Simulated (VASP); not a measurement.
Crystal: CuI.

```xyz
2
Lattice="0.0000 2.9905 2.9905 2.9905 0.0000 2.9905 2.9905 2.9905 0.0000" Properties=species:S:1:pos:R:3 pbc="T T T"
I     0.0000    0.0000    0.0000
Cu    4.4858    4.4858    4.4858
```

Program: VASP 6.6.1. Alike in all runs: task single point; potentials or basis VASP PAW PBE potentials, release 64 (I, Cu); no spin polarisation; cell as given; cutoff (eV) 520; smearing fermi-dirac 0.05 eV.

**Question.** Order these runs on this cell by their pressure, lowest first.
A. level SVWN5; k mesh 8 × 8 × 8
B. level RPBE; k mesh 8 × 8 × 8
C. level HF; k mesh 4 × 4 × 4; grid for exact exchange (PRECFOCK) Normal; share of exact exchange 1
D. level PBE+D3(BJ); k mesh 8 × 8 × 8

**Answer.** A (-2.8 GPa), D (-0.2 GPa), B (4.3 GPa), C (10.7 GPa).

Caveats: some runs use coarse meshes; the PAW data sets were made with another functional, which shifts forces and pressure a little (at least some runs); the cell stands under pressure (at least some runs).
